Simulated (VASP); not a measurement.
Write the native input for VASP 6.6.1 that does the following.

```
Task                   : single point
Functional             : PBE
Potentials or basis    : VASP PAW PBE potentials, release 64 (Hg, Ru_pv)
Cutoff                 : 520 eV
k mesh                 : 18 × 18 × 18
Occupations            : gaussian, width 0.1 eV
Spin                   : no spin polarisation
Dipole correction      : no
Further INCAR settings : ALGO = Fast; EDIFF = 1e-06; NBANDS = 20
```

The structure of HgRu lies in POSCAR:

```
HgRu
1.0
    0.0000000000      2.7066892454      2.7066892454
    2.7066892454      0.0000000000      2.7066892454
    2.7066892454      2.7066892454      0.0000000000
Hg Ru
1 1
Direct
    0.0000000000      0.0000000000      0.0000000000
    0.5000000000      0.5000000000      0.5000000000
```

The cell was generated, and may not be a known phase.

These files were run (other wordings do the same):

INCAR

```
PREC     = Accurate       # precision mode
ENCUT    = 520            # plane-wave cutoff, eV
EDIFF    = 1E-6           # SCF threshold, eV
ISMEAR   = 0              # smearing method
SIGMA    = 0.1            # smearing width, eV
LREAL    = False          # projectors in reciprocal space
LASPH    = True           # aspherical terms in the spheres
NELM     = 80             # most SCF steps
ALGO     = Fast           # electronic algorithm
ISIF     = 2              # what is computed and relaxed
LWAVE    = False          # write WAVECAR
LCHARG   = False          # write CHGCAR
GGA      = PE             # functional
NBANDS   = 20             # bands
```

KPOINTS

```
regular mesh
0
Gamma
  18 18 18
```

Potentials or basis: VASP PAW PBE potentials, release 64 (Hg, Ru_pv).

Run with:

```sh
$ cat potpaw_PBE.64/Hg/POTCAR potpaw_PBE.64/Ru_pv/POTCAR > POTCAR
$ mpirun -np 1 vasp_std > vasp.out
```

Results of the run:

```yaml
Pressure: 0.9 GPa
Band_gap_on_the_k_mesh: zero (bands 13 and 14 overlap by 1.06 eV)
```

Caveat: spin-orbit coupling is left out, which moves the levels of the heavy elements.

It took 110 s on 1 thread of Oxide Virtual Turin-like Processor, with other jobs on the host, peak memory 0.24 GiB.
